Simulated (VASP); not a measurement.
# CdS (F-43m) in VASP: vibrations by perturbation theory with LDA

Aim: the vibrations by perturbation theory of CdS with LDA.

All numbers are computed with VASP 6.6.1; they aren't measurements. Logs are shortened: lines on timing, memory, paths and dates and some standing lists are left out, and cuts for length are marked.

### 1 The cell of the first run

Symmetry: F-43m, No. 216, cubic system. The conventional cell has a = 5.757 Å, b = 5.757 Å, c = 5.757 Å, α = 90.00°, β = 90.00°, γ = 90.00°. Within 3.3 Å of Cd (site symmetry -43m) lie 4 S at 2.49 Å. S (site symmetry -43m) has 4 Cd at 2.49 Å within 3.3 Å.

### 2 Vibrations by perturbation theory, LDA

INCAR

```
SYSTEM = CdS
  ALGO = Normal
  EDIFF = 1E-8
  ENCUT = 630
  GGA = CA
  GGA_COMPAT = .FALSE.
  IBRION = 8
  ISIF = 2
  ISMEAR = 0
  LASPH = .TRUE.
  LCHARG = .TRUE.
  LEPSILON = .TRUE.
  LREAL = .FALSE.
  LWAVE = .FALSE.
  NELM = 120
  NSW = 1
  PREC = Accurate
  SIGMA = 0.01
```

KPOINTS

```
k-points
0
G
  8 8 8
  0 0 0
```

POSCAR

```
CdS
1.0
    0.0000000000      2.8785019879      2.8785019879
    2.8785019879      0.0000000000      2.8785019879
    2.8785019879      2.8785019879      0.0000000000
Cd S
1 1
Direct
    0.0000000000      0.0000000000      0.0000000000
    0.7500000000      0.7500000000      0.7500000000
```

Potentials or basis: VASP PAW LDA potentials, release 64 (Cd_sv_GW, S).

On the command line:

```bash
cat potpaw_LDA.64/Cd_sv_GW/POTCAR potpaw_LDA.64/S/POTCAR > POTCAR
mpirun -np 1 vasp_std > vasp.out
```

OUTCAR:

```text
SYSTEM = CdS
   EDIFF = 1E-8
   ENCUT = 630
   GGA = CA
   IBRION = 8
   ISIF = 2
   ISMEAR = 0
   LASPH = .TRUE.
   LEPSILON = .TRUE.
   LREAL = .FALSE.
   NELM = 120
   NSW = 1
   PREC = Accurate

 ion  position               nearest neighbor table
   1  0.000  0.000  0.000-   2 2.49   2 2.49   2 2.49   2 2.49
   2  0.750  0.750  0.750-   1 2.49   1 2.49   1 2.49   1 2.49

  LATTYP: Found a face centered cubic cell.
 ALAT       =     5.7570039758

  Lattice vectors:

 A1 = (   0.0000000000,   2.8785019879,   2.8785019879)
 A2 = (   2.8785019879,   0.0000000000,   2.8785019879)
 A3 = (   2.8785019879,   2.8785019879,   0.0000000000)

Analysis of symmetry for initial positions (statically):
=====================================================================
 Subroutine PRICEL returns:
 Original cell was already a primitive cell.

 Routine SETGRP: Setting up the symmetry group for a
 face centered cubic supercell.

 Subroutine GETGRP returns: Found 24 space group operations
 (whereof 24 operations were pure point group operations)
 out of a pool of 48 trial point group operations.

The static configuration has the point symmetry T_d .

Analysis of symmetry for dynamics (positions and initial velocities):
=====================================================================
 Subroutine PRICEL returns:
 Original cell was already a primitive cell.

 Routine SETGRP: Setting up the symmetry group for a
 face centered cubic supercell.

 Subroutine GETGRP returns: Found 24 space group operations
 (whereof 24 operations were pure point group operations)
 out of a pool of 48 trial point group operations.

The dynamic configuration has the point symmetry T_d .

 Subroutine INISYM returns: Found 24 space group operations
 (whereof 24 operations are pure point group operations),
 and found     1 'primitive' translations

----------------------------------------------------------------------------------------

                                     Primitive cell

  volume of cell :      47.7012

  direct lattice vectors                    reciprocal lattice vectors
     0.000000000  2.878501988  2.878501988    -0.173701461  0.173701461  0.173701461
     2.878501988  0.000000000  2.878501988     0.173701461 -0.173701461  0.173701461
     2.878501988  2.878501988  0.000000000     0.173701461  0.173701461 -0.173701461

  length of vectors
     4.070816551  4.070816551  4.070816551     0.300859755  0.300859755  0.300859755

  position of ions in fractional coordinates (direct lattice)
     0.000000000  0.000000000  0.000000000
     0.750000000  0.750000000  0.750000000

  ion indices of the primitive-cell ions
   primitive index   ion index
                 1           1
                 2           2

----------------------------------------------------------------------------------------

 KPOINTS: k-points

Automatic generation of k-mesh.
 Grid dimensions read from file:
 generate k-points for:    8    8    8

 Generating k-lattice:

  Cartesian coordinates                     Fractional coordinates (reciprocal lattice)
[... 630 lines left out ...]
  ---------------------------------------------------
  ---------------------------------------------------
  free energy    TOTEN  =        -0.87309000 eV

  energy without entropy =       -0.87309000

------------------------ aborting loop because EDIFF is reached ----------------------------------------

--------------------------------------- Ionic step        2  -------------------------------------------

------------------------ aborting loop because EDIFF is reached ----------------------------------------

--------------------------------------- Ionic step        3  -------------------------------------------

------------------------ aborting loop because EDIFF is reached ----------------------------------------

 PIEZOELECTRIC TENSOR FIELD DIRECTION 3  (e Angst)
 -----------------------------------------------------------------------------
    -0.00239  1.71045  0.00000           ( -0.00000 -0.07929  0.00000)
     1.71045 -0.00239  0.00000           ( -0.07929 -0.00000  0.00000)
     0.00000  0.00000  0.00263           (  0.00000  0.00000 -0.00000)

 PIEZOELECTRIC TENSOR FIELD DIRECTION 3  (C/m^2)
 -----------------------------------------------------------------------------
    -0.00080  0.57450  0.00000
     0.57450 -0.00080  0.00000
     0.00000  0.00000  0.00088

--------------------------------------- Ionic step        4  -------------------------------------------

------------------------ aborting loop because EDIFF is reached ----------------------------------------

[... ionic steps 5 to 6 ...]

--------------------------------------- Ionic step        7  -------------------------------------------

 Free energy of the ion-electron system (eV)
  ---------------------------------------------------
  ---------------------------------------------------
  free energy    TOTEN  =        -0.10602388 eV

  energy without entropy =       -0.10602388

------------------------ aborting loop because EDIFF is reached ----------------------------------------

 INTERNAL STRAIN TENSOR  FOR ION    2  DIRECTION 1   (eV/Angst):
 -----------------------------------------------------------------------------
    -0.00123  0.00000  0.00000
     0.00000  0.00632  7.07520
     0.00000  7.07520  0.00632

 MACROSCOPIC STATIC DIELECTRIC TENSOR (including local field effects in DFT)
 ------------------------------------------------------
           7.325096    -0.000000    -0.000000
           0.000000     7.325096     0.000000
           0.000000    -0.000000     7.325096
 ------------------------------------------------------

 PIEZOELECTRIC TENSOR (including local field effects)  for field in x, y, z        (e  Angst)
          XX          YY          ZZ          XY          YZ          ZX
  --------------------------------------------------------------------------------
  x     0.00000    -0.00000     0.00000     0.00000     1.72454    -0.00000
  y    -0.00000    -0.00000     0.00000     0.00000    -0.00000     1.72454
  z    -0.00000     0.00000     0.00000     1.72454     0.00000     0.00000

 PIEZOELECTRIC TENSOR (including local field effects)  for field in x, y, z        (C/m^2)
          XX          YY          ZZ          XY          YZ          ZX
  --------------------------------------------------------------------------------
  x     0.00000    -0.00000     0.00000     0.00000     0.57923    -0.00000
  y    -0.00000    -0.00000     0.00000     0.00000    -0.00000     0.57923
  z    -0.00000     0.00000     0.00000     0.57923     0.00000     0.00000

 BORN EFFECTIVE CHARGES (including local field effects) (in |e|, cummulative output)
 ---------------------------------------------------------------------------------
 ion    1
    1     2.17039     0.00000     0.00000
    2     0.00000     2.17039     0.00000
    3     0.00000     0.00000     2.17039
 ion    2
    1    -2.17039    -0.00000    -0.00000
    2     0.00000    -2.17039     0.00000
    3    -0.00000     0.00000    -2.17039

 INTERNAL STRAIN TENSOR FOR ION    2 for displacements in x,y,z  (eV/Angst):
          X           Y           Z          XY          YZ          ZX
  --------------------------------------------------------------------------------
  x    -0.00000    -0.00000    -0.00000     0.00000     7.07520     0.00000
  y    -0.00000    -0.00000    -0.00000     0.00000     0.00000     7.07520
  z    -0.00000    -0.00000    -0.00000     7.07520     0.00000     0.00000

 SECOND DERIVATIVES (NOT SYMMETRIZED)
 ------------------------------------
               1X          1Y          1Z          2X          2Y          2Z
  1X    -5.499159    0.000000    0.000000    5.499159    0.000000    0.000000
  1Y     0.000000   -5.499159    0.000000    0.000000    5.499159    0.000000
  1Z     0.000000    0.000000   -5.499159    0.000000    0.000000    5.499159
  2X     5.479249    0.000000    0.000000   -5.479249    0.000000    0.000000
  2Y     0.000000    5.479249    0.000000    0.000000   -5.479249    0.000000
  2Z     0.000000    0.000000    5.479249    0.000000    0.000000   -5.479249

 Eigenvectors and eigenvalues of the dynamical matrix
 ----------------------------------------------------

   1 f  =    7.329241 THz    46.050979 2PiTHz  244.477160 cm-1    30.311291 meV
             X         Y         Z           dx          dy          dz
      0.000000  0.000000  0.000000    -0.471776    0.000000    0.000000
      4.317753  4.317753  4.317753     0.881718    0.000000    0.000000
[... 21 lines left out ...]
   6 f/i=    0.005529 THz     0.034740 2PiTHz    0.184428 cm-1     0.022866 meV
             X         Y         Z           dx          dy          dz
      0.000000  0.000000  0.000000    -0.881718    0.000000    0.000000
      4.317753  4.317753  4.317753    -0.471776    0.000000    0.000000

--------------------------------------------------------------------------------------------------------

 MACROSCOPIC STATIC DIELECTRIC TENSOR IONIC CONTRIBUTION
 ------------------------------------------------------
           3.255370     0.000000    -0.000000
           0.000000     3.255370    -0.000000
          -0.000000    -0.000000     3.255370
 ------------------------------------------------------

 ELASTIC MODULI CONTR FROM IONIC RELAXATION (kBar)
 Direction    XX          YY          ZZ          XY          YZ          ZX
 --------------------------------------------------------------------------------
 XX          -0.0000     -0.0000     -0.0000      0.0000      0.0000      0.0000
 YY          -0.0000     -0.0000     -0.0000      0.0000      0.0000     -0.0000
 ZZ          -0.0000     -0.0000     -0.0000      0.0000      0.0000      0.0000
 XY           0.0000      0.0000      0.0000   -323.4977      0.0000      0.0000
 YZ           0.0000      0.0000      0.0000      0.0000   -323.4977     -0.0000
 ZX           0.0000     -0.0000      0.0000      0.0000     -0.0000   -323.4977
 --------------------------------------------------------------------------------

 PIEZOELECTRIC TENSOR IONIC CONTR  for field in x, y, z        (C/m^2)
          XX          YY          ZZ          XY          YZ          ZX
  --------------------------------------------------------------------------------
  x     0.00000     0.00000     0.00000     0.00000    -0.96562    -0.00000
  y     0.00000    -0.00000     0.00000     0.00000    -0.00000    -0.96562
  z     0.00000     0.00000     0.00000    -0.96562     0.00000     0.00000
```

Wall time 10 min (1 thread of Intel Xeon 6975P-C (Granite Rapids), shared host); peak memory 0.43 GiB.

What came out:

- Electronic dielectric tensor (diagonal): 7.33
- Born charges (mean of the diagonal): Cd +2.17; S -2.17 e
- Highest phonon frequency at Γ, LO-TO splitting left out: 244 cm⁻¹

Phonon frequencies in cm⁻¹ (negative: imaginary):
| q point | frequencies |
| --- | --- |
| (0.000, 0.000, 0.000) | 0 0 0 244 244 244 |

Electronic dielectric tensor:
```
7.33 0.00 0.00
0.00 7.33 0.00
0.00 0.00 7.33
```

Born effective charge tensors (e):
atom 1, Cd
```
2.17 0.00 0.00
0.00 2.17 0.00
0.00 0.00 2.17
```
atom 2, S
```
-2.17  0.00  0.00
 0.00 -2.17  0.00
 0.00  0.00 -2.17
```
